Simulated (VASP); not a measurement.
# MgO (P4/mmm) in VASP: single point with r2SCAN

Aim: the single point of MgO with r2SCAN.

Everything below comes from runs of VASP 6.6.1. Logs are shortened: lines on timing, memory, paths and dates and some standing lists are left out, and cuts for length are marked.

**1. The cell of the first run**

Symmetry: P4/mmm, No. 123, tetragonal system. The conventional cell has a = 2.623 Å, b = 2.623 Å, c = 2.612 Å, α = 90.00°, β = 90.00°, γ = 90.00°. Within 3.0 Å of Mg (site symmetry 4/mmm) lie 8 O at 2.27 Å and 6 Mg at 2.61 to 2.62 Å. O (site symmetry 4/mmm) has 8 Mg at 2.27 Å and 6 O at 2.61 to 2.62 Å within 3.0 Å.

**2. Single point, r2SCAN (uniaxial x strain -0.4%)**

The input, POSCAR:

```
MgO
1.0
    2.6118063923      0.0000000000      0.0000000000
    0.0000000000      2.6233491285      0.0000000000
    0.0000000000      0.0000000000      2.6233491285
Mg O
1 1
Direct
    0.0000000000      0.0000000000      0.0000000000
    0.5000000000      0.5000000000      0.5000000000
```

The input, INCAR.step1:

```
ALGO = Normal
EDIFF = 1E-5
ENCUT = 750
GGA = PE
GGA_COMPAT = F
ISMEAR = 0
LASPH = T
LCHARG = F
LREAL = F
LWAVE = T
NBANDS = 15
NELM = 120
PREC = Accurate
SIGMA = 0.01
```

The input, INCAR.step2:

```
ALGO = Normal
EDIFF = 1E-6
ENCUT = 750
GGA_COMPAT = F
ISIF = 2
ISMEAR = 0
ISTART = 1
LASPH = T
LCHARG = F
LMIXTAU = T
LREAL = F
LWAVE = F
METAGGA = R2SCAN
NBANDS = 15
NELM = 120
PREC = Accurate
SIGMA = 0.01
```

The input, KPOINTS:

```
k-points
0
Gamma
  10 10 10
```

Potentials or basis: VASP PAW PBE potentials, release 64 (Mg_sv, O).

Run with:

```
cat potpaw_PBE.64/Mg_sv/POTCAR potpaw_PBE.64/O/POTCAR > POTCAR
cp INCAR.step1 INCAR
mpirun -np 1 vasp_std > vasp.out
cp INCAR.step2 INCAR
mpirun -np 1 vasp_std > vasp.out
```

OUTCAR:

```text
EDIFF = 1E-6
   ENCUT = 750
   ISIF = 2
   ISMEAR = 0
   ISTART = 1
   LASPH = T
   LREAL = F
   METAGGA = R2SCAN
   NELM = 120
   PREC = Accurate

 ion  position               nearest neighbor table
   1  0.000  0.000  0.000-
   2  0.500  0.500  0.500-

  LATTYP: Found a simple tetragonal cell.
 ALAT       =     2.6233491285
 C/A-ratio  =     0.9956000000

  Lattice vectors:

 A1 = (   0.0000000000,   2.6233491285,   0.0000000000)
 A2 = (   0.0000000000,   0.0000000000,   2.6233491285)
 A3 = (   2.6118063923,   0.0000000000,   0.0000000000)

Analysis of symmetry for initial positions (statically):
=====================================================================
 Subroutine PRICEL returns:
 Original cell was already a primitive cell.

 Routine SETGRP: Setting up the symmetry group for a
 simple tetragonal supercell.

 Subroutine GETGRP returns: Found 16 space group operations
 (whereof 16 operations were pure point group operations)
 out of a pool of 16 trial point group operations.

The static configuration has the point symmetry D_4h.

Analysis of symmetry for dynamics (positions and initial velocities):
=====================================================================
 Subroutine PRICEL returns:
 Original cell was already a primitive cell.

 Routine SETGRP: Setting up the symmetry group for a
 simple tetragonal supercell.

 Subroutine GETGRP returns: Found 16 space group operations
 (whereof 16 operations were pure point group operations)
 out of a pool of 16 trial point group operations.

The dynamic configuration has the point symmetry D_4h.

 Subroutine INISYM returns: Found 16 space group operations
 (whereof 16 operations are pure point group operations),
 and found     1 'primitive' translations

----------------------------------------------------------------------------------------

                                     Primitive cell

  volume of cell :      17.9743

  direct lattice vectors                    reciprocal lattice vectors
     2.611806392  0.000000000  0.000000000     0.382876772  0.000000000  0.000000000
     0.000000000  2.623349129  0.000000000     0.000000000  0.381192114  0.000000000
     0.000000000  0.000000000  2.623349129     0.000000000  0.000000000  0.381192114

  length of vectors
     2.611806392  2.623349129  2.623349129     0.382876772  0.381192114  0.381192114

  position of ions in fractional coordinates (direct lattice)
     0.000000000  0.000000000  0.000000000
     0.500000000  0.500000000  0.500000000

[... 87 lines left out ...]
   NELECT =      16.0000    total number of electrons
   NUPDOWN=      -1.0000    fix difference up-down
   EMIN   =  10.00;   EMAX   =-10.00  energy-range for DOS
   EFERMI =   0.00;   METHOD = LEGACY
   ISMEAR =     0;   SIGMA  =   0.01  broadening in eV -4-tet -1-fermi 0-gaus
   EFERMI_NEDOS =   21; number of points for ismear=-14 and -15
   IALGO  =     38    algorithm
   IMIX   =      4    mixing-type and parameters
     AMIX     =   0.40;   BMIX     =  1.00
     AMIX_MAG =   1.60;   BMIX_MAG =  1.00
  volume/ion in A,a.u.               =       8.99        60.65
  Fermi-wavevector in a.u.,A,eV,Ry     =   1.574818  2.975975 33.743163  2.480052
  Thomas-Fermi vector in A             =   2.675895
   LORBIT       =      0    0 simple, 1 ext, 2 COOP (PROOUT), +10 PAW based schemes
   METAGGA = R2SCAN    functional components
   LHFCALC =     F    Hartree Fock is set to
   AEXX    =    0.0000 exact exchange contribution
   IVDW    =     0    specifies the selected vdW correction
   LEPSILON=     F    determine dielectric tensor
   LRPA    =     F    only Hartree local field effects (RPA)
 non-spin polarized calculation
 Gauss-broadening in eV      SIGMA  =   0.01
  energy-cutoff  :      750.00
  volume of cell :       17.97
 maximum number of plane-waves:       860
 NGX is ok and might be reduce to    24
   NGX = 11   NGY = 11   NGZ = 11

 number of electron      16.0000013 magnetization

 Free energy of the ion-electron system (eV)
  ---------------------------------------------------
  ext. energy  EPLUGINS =         0.00000000
  ---------------------------------------------------
  free energy    TOTEN  =       -14.54948719 eV

  energy without entropy =      -14.54948719  energy(sigma->0) =      -14.54948719

 E-fermi :   4.6705     XC(G=0): -12.3724

 val. band max:        4.6092155518   @ k =   0.0000   0.5000   0.5000
 cond. band min:       8.1451168148   @ k =   0.0000   0.0000   0.0000
 fundamental gap:      3.5359012630
 Fermi energy:         4.6704708295

 k-point     1 :       0.0000    0.0000    0.0000
  band No.  band energies     occupation
      1     -73.0255      2.00000
      2     -38.0839      2.00000
      3     -38.0821      2.00000
      4     -38.0821      2.00000
      5     -15.0208      2.00000
      6       3.4967      2.00000
      7       3.4967      2.00000
      8       3.5670      2.00000
      9       8.1451      0.00000
     10      16.0340      0.00000
     11      16.1225      0.00000
     12      26.6464      0.00000
     13      26.6464      0.00000
     14      26.7815      0.00000
[... 401 lines left out ...]
      2     -38.2058      2.00000
      3     -38.1488      2.00000
      4     -38.0625      2.00000
      5     -13.2286      2.00000
      6      -0.9752      2.00000
      7       0.9889      2.00000
      8       4.3512      2.00000
      9      12.3880      0.00000
     10      15.5613      0.00000
     11      18.0794      0.00000
     12      21.7433      0.00000
     13      24.6402      0.00000
     14      26.4244      0.00000
     15      30.0990      0.00000

 [... further k-points ...]

------------------------ aborting loop because EDIFF is reached ----------------------------------------

  FORCE on cell =-STRESS in cart. coord.  units (eV):
  Direction    XX          YY          ZZ          XY          YZ          ZX
  --------------------------------------------------------------------------------------
  -------------------------------------------------------------------------------------
  Total        0.3216297     -0.0316778     -0.0316778      0.0000000      0.0000000      0.0000000
  in kB       28.6690667     -2.8236637     -2.8236637      0.0000000      0.0000000      0.0000000
  external PRESSURE =       7.6739131 kB  Pullay stress =       0.0000000 kB

 VOLUME and BASIS-vectors are now :
 -----------------------------------------------------------------------------
  energy-cutoff  :      750.00
  volume of cell :       17.97
      direct lattice vectors                 reciprocal lattice vectors
     2.611806392  0.000000000  0.000000000     0.382876772  0.000000000  0.000000000
     0.000000000  2.623349129  0.000000000     0.000000000  0.381192114  0.000000000
     0.000000000  0.000000000  2.623349129     0.000000000  0.000000000  0.381192114

 POSITION                                       TOTAL-FORCE (eV/Angst)
 -----------------------------------------------------------------------------------
      0.00000      0.00000      0.00000         0.000000      0.000000      0.000000
      1.30590      1.31167      1.31167         0.000000      0.000000      0.000000
 -----------------------------------------------------------------------------------
    total drift:                                0.000000      0.000000     -0.000000

  FREE ENERGIE OF THE ION-ELECTRON SYSTEM (eV)
  ---------------------------------------------------
  free  energy   TOTEN  =       -14.5494871905 eV

  energy  without entropy=      -14.5494871905  energy(sigma->0) =      -14.54948719
```

Run time: 2.1 min. Hardware: 1 thread of AMD EPYC 7R13 (Zen 3), shared host; peak memory 0.15 GiB.

Results:

| Property | Result |
| --- | --- |
| Free energy | -14.5495 eV |
| Pressure | 0.8 GPa |
| Band gap on the k mesh | 3.54 eV (least direct gap 4.58 eV) |

Stress tensor (GPa, compression positive):
```
 2.87  0.00  0.00
 0.00 -0.28  0.00
 0.00  0.00 -0.28
```

Levels at points of the mesh, in eV from the valence-band top:
```
           k point  band 5  band 6  band 7  band 8  band 9  band 10  band 11  band 12
(0.00, 0.00, 0.00)  -19.63   -1.11   -1.11   -1.04    3.54    11.42    11.51    22.04
(0.50, 0.00, 0.00)  -18.37   -6.63   -0.63   -0.63    8.04    10.77    15.86    18.50
(0.00, 0.50, 0.00)  -18.39   -6.65   -0.65   -0.58    8.09    10.72    15.85    18.55
(0.50, 0.50, 0.00)  -17.52   -4.88   -4.87   -0.04    5.97    13.51    13.59    14.44
(0.00, 0.50, 0.50)  -17.54   -4.90   -4.90    0.00    5.91    13.57    13.57    14.57
(0.50, 0.50, 0.50)  -16.64   -3.85   -3.84   -3.84    8.45     8.48     8.48    18.24
```

Caveat: the cell differs from its parent crystal (uniaxial x strain -0.4%); the PAW data sets were made with another functional, which shifts forces and pressure a little. A k mesh can miss the band edges.
